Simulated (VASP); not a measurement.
Input of a VASP 6.6.1 run:

File INCAR:

```
SYSTEM = NbH2
PREC = Accurate ; ENCUT = 520
EDIFF = 1E-6 ; ISMEAR = 0
SIGMA = 0.15 ; LREAL = .FALSE.
LASPH = .TRUE. ; NELM = 60
ALGO = Normal ; ISIF = 2
LWAVE = .FALSE. ; LCHARG = .FALSE.
GGA = PS ; NBANDS = 14
```

File KPOINTS:

```
regular mesh
0
G
  16 16 16
  0 0 0
```

POSCAR

```
NbH2
1.0
   -0.1792224572      2.1727782935      2.1727782935
    2.1727782935     -0.1792224572      2.1727782935
    2.1727782935      2.1727782935     -0.1792224572
Nb H
1 2
Direct
    0.0000000000      0.0000000000      0.0000000000
    0.2500000000      0.2500000000      0.2500000000
    0.7500000000      0.7500000000      0.7500000000
```

Potentials or basis: VASP PAW PBE potentials, release 64 (Nb_sv, H).

The run is started by

```sh
$ cat potpaw_PBE.64/Nb_sv/POTCAR potpaw_PBE.64/H/POTCAR > POTCAR
$ mpirun -np 1 vasp_std > vasp.out
```

Q: What does it give for the largest force?

A: 1.015 eV/Å.

Q: Estimate the pressure.

A: 3.3 GPa.

Stress tensor (GPa, compression positive):
```
 3.33 13.16 13.16
13.16  3.33 13.16
13.16 13.16  3.33
```

Caveat: the cell stands under pressure; the PAW data sets were made with another functional, which shifts forces and pressure a little; an odd number of electrons without spin polarisation forces a metal; a magnetic or distorted state may lie lower.
